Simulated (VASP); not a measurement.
Set up this calculation in VASP 6.6.1, as the native input.

* Task: single point
* Functional: PBEsol
* Potentials or basis: VASP PAW PBE potentials, release 64 (Os, Ir)
* Cutoff: 520 eV
* k mesh: 12 × 12 × 7
* Occupations: gaussian, width 0.1 eV
* Spin: no spin polarisation
* Dipole correction: no
* Further INCAR settings: ALGO = Normal; EDIFF = 1e-06; NBANDS = 16

The structure of IrOs lies in POSCAR:

```
IrOs
1.0
    2.7436210000      0.0000000000      0.0000000000
   -1.3718110000      2.3760460000      0.0000000000
    0.0000000000      0.0000000000      4.3608830000
Os Ir
1 1
Direct
    0.3333333333      0.6666666667      0.0000000000
    0.6666666667      0.3333333333      0.5000000000
```

One way to write it, as run:

INCAR

```
SYSTEM = IrOs
PREC = Accurate
ENCUT = 520
EDIFF = 1E-6
ISMEAR = 0
SIGMA = 0.1
LREAL = .FALSE.
LASPH = .TRUE.
NELM = 80
ALGO = Normal
ISIF = 2
LWAVE = .FALSE.
LCHARG = .FALSE.
GGA = PS
NBANDS = 16
```

KPOINTS

```
Automatic mesh
0
G
  12 12 7
  0 0 0
```

Potentials or basis: VASP PAW PBE potentials, release 64 (Os, Ir).

The run is started by

```sh
$ cat potpaw_PBE.64/Os/POTCAR potpaw_PBE.64/Ir/POTCAR > POTCAR
$ mpirun -np 1 vasp_std > vasp.out
```

Results of the run:

| Property | Result |
| --- | --- |
| Pressure | -6.1 GPa |

Caveat: the PAW data sets were made with another functional, which shifts forces and pressure a little.

Wall time 12 s on 1 thread of Intel(R) Xeon(R) 6975P-C (Granite Rapids), with other jobs on the host, peak memory 0.17 GiB.
